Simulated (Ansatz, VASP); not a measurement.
# SiC: VASP beside Ansatz

Contents of INCAR:

```
ALGO = Normal
EDIFF = 1E-6
ENCUT = 600
GGA = PS
GGA_COMPAT = False
ISIF = 2
ISMEAR = 0
LASPH = True
LCHARG = False
LREAL = False
LWAVE = False
NBANDS = 11
NELM = 120
PREC = Accurate
SIGMA = 0.02
```

The input KPOINTS:

```
k-points
0
Gamma
  10 10 10
```

File POSCAR:

```
SiC
1.0
    0.0000000000      2.1784246729      2.1784246729
    2.1784246729      0.0000000000      2.1784246729
    2.1784246729      2.1784246729      0.0000000000
C Si
1 1
Direct
    0.7500000000      0.7500000000      0.7500000000
    0.5000000000      0.5000000000      0.5000000000
```

Input for Ansatz:

```yaml
crystal:
  lattice:
    - [0.0, 2.1784246729, 2.1784246729]
    - [2.1784246729, 0.0, 2.1784246729]
    - [2.1784246729, 2.1784246729, 0.0]
  atoms:
    - { symbol: C, position: [0.75, 0.75, 0.75] }
    - { symbol: Si, position: [0.5, 0.5, 0.5] }
basis:
  ecutwfc: 420
kpoints:
  mp_grid: { grid: [10, 10, 10] }
  band_path:
    path:
      - [[0.0, 0.0, 0.0], [-0.5, -0.5, 0.0], [-0.375, -0.375, 0.25]]
      - [[-0.375, 0.0, 0.375], [0.0, 0.0, 0.0], [0.0, 0.0, 0.5], [-0.5, -0.25, 0.25], [-0.5, -0.5, 0.0]]
    npoints: 10
hamiltonian:
  xc: pbesol
scf:
  occupations: { method: gaussian, width: 0.02 }
  n_extra_bands: 7
output:
  forces: true
  stress: true
  eigenvalues: true
```

Alike in both runs: task single point; functional PBEsol; k mesh 10 × 10 × 10; occupations gaussian, width 0.02 eV; no spin polarisation.

|  | VASP | Ansatz |
| --- | --- | --- |
| version | VASP 6.6.1 | Ansatz 0.2.0 |
| potentials or method | VASP PAW PBE potentials, release 64 (C, Si), cutoff 600 eV | scalar-relativistic, plane waves, PAW |
| valence electrons in the cell | 8 | 8 |

|  | VASP | Ansatz | Ansatz less VASP |
| --- | --- | --- | --- |
| gap on the k mesh at the Fermi level (eV) | 1.23 | 1.24 | +0.010 |
| least direct gap on the mesh (eV) | 4.44 | 4.45 | +0.009 |
| pressure (GPa) | 0.2 | 0.0 | -0.22 |

VASP's potentials were made for PBE, not for PBEsol. The functional is the same, so the differences come from potentials, cutoffs and numerics.
